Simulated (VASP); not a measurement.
Write the native input for VASP 6.6.1 that does the following.

```yaml
Task: single point
Functional: PBE
Potentials_or_basis: VASP PAW PBE potentials, release 64 (Li_sv, O)
Cutoff: 750 eV
k_mesh: 8 × 8 × 8
Occupations: gaussian, width 0.05 eV
Spin: no spin polarisation
Dipole_correction: no
Further_INCAR_settings: ALGO = Normal; EDIFF = 1e-06; NBANDS = 13
```

The structure of Li2O lies in POSCAR:

```
Li2O
1.0
    0.0000000000      2.2402150000      2.2748575000
    2.2402150000      0.0000000000      2.2748575000
    2.2402150000      2.2402150000      0.0000000000
Li O
2 1
Direct
    0.2500000000      0.2500000000      0.2500000000
    0.7500000000      0.7500000000      0.7500000000
    0.0000000000      0.0000000000      0.0000000000
```

This cell differs from its parent crystal: strain -0.030 along x and y, -0.015 along z.

One way to write it, as run:

INCAR

```
SYSTEM = Li2O
PREC = Accurate
ENCUT = 750
EDIFF = 1E-6
ISMEAR = 0
SIGMA = 0.05
LREAL = .FALSE.
LASPH = .TRUE.
NELM = 120
ALGO = Normal
ISIF = 2
LWAVE = .FALSE.
LCHARG = .FALSE.
GGA = PE
NBANDS = 13
GGA_COMPAT = .FALSE.
```

KPOINTS

```
Automatic mesh
0
G
  8 8 8
  0 0 0
```

Potentials or basis: VASP PAW PBE potentials, release 64 (Li_sv, O).

Run with:

```sh
$ cat potpaw_PBE.64/Li_sv/POTCAR potpaw_PBE.64/O/POTCAR > POTCAR
$ mpirun -np 1 vasp_std > vasp.out
```

Results of the run:

```
Pressure               : 7.3 GPa
Band gap on the k mesh : 5.09 eV, indirect (least direct gap 5.83 eV)
```

Caveat: the cell differs from its parent crystal (strain -0.030 along x and y, -0.015 along z).

Wall time 21 s on 1 thread of Intel(R) Xeon(R) Platinum 8375C CPU @ 2.90GHz (Ice Lake), with other jobs on the host, peak memory 0.17 GiB.
